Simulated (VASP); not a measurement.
# Si4O7 (a cell with a defect): single point with PBE

The system is Si4O7 (a cell with a defect).

```
CELL_PARAMETERS angstrom
5.07998 0.00000 0.00000
0.00000 5.07998 0.00000
0.00000 0.00000 7.09148
ATOMIC_POSITIONS crystal
Si 0.29443 0.29443 0.00000
Si 0.20557 0.79443 0.25000
Si 0.70557 0.70557 0.50000
Si 0.79443 0.20557 0.75000
O 0.40537 0.74096 0.42483
O 0.75904 0.90537 0.67483
O 0.59463 0.25904 0.92483
O 0.74096 0.40537 0.57517
O 0.94069 0.91050 0.30934
O 0.25904 0.59463 0.07517
O 0.09463 0.24096 0.82517
```

This cell differs from its parent crystal: atoms taken out, atom 9 moved 0.250 of the way to it and +0.450 Å across, host rigid.

```
Program                : VASP 6.6.1
Task                   : single point
Functional             : PBE
Potentials or basis    : VASP PAW PBE potentials, release 64 (Si, O)
Cutoff                 : 520 eV
k mesh                 : 4 × 4 × 4
Occupations            : gaussian, width 0.05 eV
Spin                   : no spin polarisation
Dipole correction      : no
Further INCAR settings : ALGO = Normal; EDIFF = 1e-07; NBANDS = 40
```

```yaml
Pressure: -0.4 GPa
Largest_force: 6.239 eV/Å
Band_gap_on_the_k_mesh: 1.51 eV
```

Forces on the atoms (eV/Å):
```
Si  -0.223 -3.075  1.985
Si   3.861  2.226 -3.205
Si   0.807  1.921 -0.482
Si   0.404 -0.268  0.839
O    0.505 -0.472  0.143
O   -0.119 -0.358 -0.121
O    0.689  0.323 -0.740
O    0.159  0.884 -1.092
O   -5.174 -1.792  2.990
O   -0.452  0.412  0.538
O   -0.457  0.198 -0.855
```

Stress tensor (GPa, compression positive):
```
 4.15 -3.72  1.14
-3.72 -3.87  5.09
 1.14  5.09 -1.39
```

Levels at points of the mesh, in eV from the valence-band top:
```
           k point  band 26  band 27  band 28  band 29  band 30  band 31  band 32  band 33
(0.00, 0.00, 0.00)    -3.81    -3.62    -3.17    -1.26     1.79     3.98     4.16     4.85
(0.50, 0.00, 0.00)    -3.89    -3.76    -3.67    -0.88     1.90     3.75     3.96     5.26
(0.00, 0.50, 0.00)    -3.72    -3.56    -3.40    -0.07     1.63     3.10     4.61     5.20
(0.50, 0.50, 0.00)    -4.01    -3.70    -3.51    -0.09     2.29     2.97     4.02     4.45
(0.00, 0.00, 0.50)    -3.70    -3.56    -3.41    -0.95     1.51     3.71     4.28     4.70
(0.50, 0.00, 0.50)    -4.06    -3.68    -3.46    -1.02     2.12     3.81     4.05     4.64
(0.00, 0.50, 0.50)    -3.86    -3.65    -3.18    -0.23     1.88     3.02     4.59     4.93
(0.50, 0.50, 0.50)    -3.97    -3.82    -3.61     0.00     2.24     2.97     4.05     4.94
```

Run time: 8 min on 1 thread of Intel Xeon 8259CL, on a shared host, peak memory 0.39 GiB.

Caveat: the cell differs from its parent crystal (atoms taken out, atom 9 moved 0.250 of the way to it and +0.450 Å across, host rigid).
